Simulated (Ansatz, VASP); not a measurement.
**One calculation of Cd, two programs**

```
Cd
1.0
    -1.94973    1.94973    1.94973
     1.94973   -1.94973    1.94973
     1.94973    1.94973   -1.94973
Cd
1
Direct
  0.00000 0.00000 0.00000
```

Alike in both runs: task single point; functional BLYP; k mesh 13 × 13 × 13; occupations fermi-dirac, width 0.1 eV; no spin polarisation.

```csv
,VASP,Ansatz
version,VASP 6.6.1,Ansatz 0.2.0
potentials or method,"VASP PAW PBE potentials, release 64 (Cd), cutoff 520 eV","plane waves (420 eV) with PAW, scalar-relativistic"
valence electrons in the cell,12,20
```

|  | VASP | Ansatz | Ansatz less VASP |
| --- | --- | --- | --- |
| pressure (GPa) | -0.3 | -0.3 | -0.03 |

VASP's potentials were made for PBE, not for BLYP. VASP's potentials hold 12 valence electrons a cell and Ansatz's 20, so a difference there can come from the potentials and not from the codes.
